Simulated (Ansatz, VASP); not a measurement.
# One calculation of CdAg4, two programs

The input INCAR:

```
SYSTEM = CdAg4
ALGO = Normal ; DIPOL = 0.5 0.5 0.500
EDIFF = 1E-6 ; ENCUT = 520
IDIPOL = 3 ; ISIF = 2
ISMEAR = -1 ; LASPH = .True.
LCHARG = .False. ; LDIPOL = .True.
LREAL = .False. ; LWAVE = .False.
NBANDS = 36 ; NELM = 60
PREC = Accurate ; SIGMA = 0.05
```

File KPOINTS:

```
k-points
0
Gamma
  13 13 1
  0 0 0
```

The input POSCAR:

```
CdAg4
1.0
    2.8284417091      0.0000000000      0.0000000000
   -1.4142208546      2.4495023732      0.0000000000
    0.0000000000      0.0000000000     25.2377000000
Cd Ag
1 4
Direct
    0.8333333333      0.1666666667      0.3170187853
    0.1666666667      0.8333333333      0.4083699060
    0.5000000000      0.5000000000      0.5000000003
    0.8333333333      0.1666666667      0.5916300942
    0.1666666667      0.8333333333      0.6829812142
```

Input for Ansatz:

```yaml
crystal:
  lattice:
    - [2.8284417091, 0.0, 0.0]
    - [-1.4142208546, 2.4495023732, 0.0]
    - [0.0, 0.0, 25.2377]
  atoms:
    - { symbol: Cd, position: [0.8333333333, 0.1666666667, 0.3170187853] }
    - { symbol: Ag, position: [0.1666666667, 0.8333333333, 0.408369906] }
    - { symbol: Ag, position: [0.5, 0.5, 0.5000000003] }
    - { symbol: Ag, position: [0.8333333333, 0.1666666667, 0.5916300942] }
    - { symbol: Ag, position: [0.1666666667, 0.8333333333, 0.6829812142] }
kpoints:
  mp_grid: { grid: [13, 13, 1] }
scf:
  occupations: { method: fermi_dirac, width: 0.05 }
hamiltonian:
  xc: lda
  pseudopotentials: { kind: all_electron, lapw: { basis_error: 0.001 } }
output:
  forces: true
  stress: true
  eigenvalues: true
efield:
  axis: 3
  amplitude: 0
  dipole_correction: true
```

Alike in both runs: task single point; functional LDA; k mesh 13 × 13 × 1; occupations fermi-dirac, width 0.05 eV; no spin polarisation.

```csv
,VASP,Ansatz
version,VASP 6.6.1,Ansatz 0.2.0
potentials or method,"VASP PAW LDA potentials, release 64 (Cd, Ag), cutoff 520 eV","all-electron LAPW, scalar-relativistic"
```

```tsv
	VASP	Ansatz	Ansatz less VASP
rms of the force components (eV/Å)	0.227	0.208	-0.0185
```

LDA's correlation is that of Perdew and Zunger in VASP and of Perdew and Wang (1992) in Ansatz. Atom by atom the forces differ by 0.019 eV/Å (rms over components). Ansatz ran all-electron here, and VASP with PAW potentials.
